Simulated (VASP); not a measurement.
# Os: single point with PBE

Crystal: Os.

```
CELL_PARAMETERS angstrom
3.41566 1.97204 5.90574
-3.41566 1.97204 5.90574
0.00000 -3.94407 5.90574
ATOMIC_POSITIONS crystal
Os 0.01615 0.64348 0.01615
Os 0.01615 0.01615 0.64348
Os 0.64348 0.01615 0.01615
Os 0.98385 0.35652 0.98385
Os 0.35652 0.98385 0.98385
Os 0.98385 0.98385 0.35652
Os 0.23335 0.60856 0.23335
Os 0.23335 0.23335 0.60856
Os 0.60856 0.23335 0.23335
Os 0.76665 0.39144 0.76665
Os 0.39144 0.76665 0.76665
Os 0.76665 0.76665 0.39144
```

```yaml
Program: VASP 6.6.1
Task: single point
Functional: PBE
Potentials_or_basis: VASP PAW PBE potentials, release 64 (Os_sv_GW)
Cutoff: 500 eV
k_mesh: 3 × 3 × 3
Occupations: gaussian, width 0.1 eV
Spin: no spin polarisation
```

The pressure is -1.7 GPa and the largest force is 0.046 eV/Å. The band gap on the k mesh is zero (bands 96 and 97 overlap by 0.27 eV).

Forces in eV/Å, atoms in the order of the input:
```
Os  -0.013  0.007  0.044
Os   0.000 -0.015  0.044
Os   0.013  0.007  0.044
Os   0.013 -0.007 -0.044
Os  -0.013 -0.007 -0.044
Os   0.000  0.015 -0.044
Os   0.010 -0.006 -0.003
Os   0.000  0.011 -0.003
Os  -0.010 -0.006 -0.003
Os  -0.010  0.006  0.003
Os   0.010  0.006  0.003
Os   0.000 -0.011  0.003
```

Stress tensor (GPa, compression positive):
```
-1.83  0.00  0.00
 0.00 -1.83  0.00
 0.00  0.00 -1.58
```

Levels at points of the mesh, in eV from the Fermi level:
| k point | band 91 | band 92 | band 93 | band 94 | band 95 | band 96 | band 97 | band 98 | band 99 | band 100 |
| --- | --- | --- | --- | --- | --- | --- | --- | --- | --- | --- |
| (0.00, 0.00, 0.00) | -1.05 | -1.05 | -0.44 | -0.44 | -0.04 | 0.09 | 0.09 | 0.54 | 0.65 | 0.76 |

It took 4.5 min on 1 thread of Intel(R) Xeon(R) Platinum 8488C (Sapphire Rapids) (shared host), peak memory 0.43 GiB.

Caveat: the k points lie up to 0.37 Å⁻¹ apart; spin-orbit coupling is left out, which moves the levels of the heavy elements.
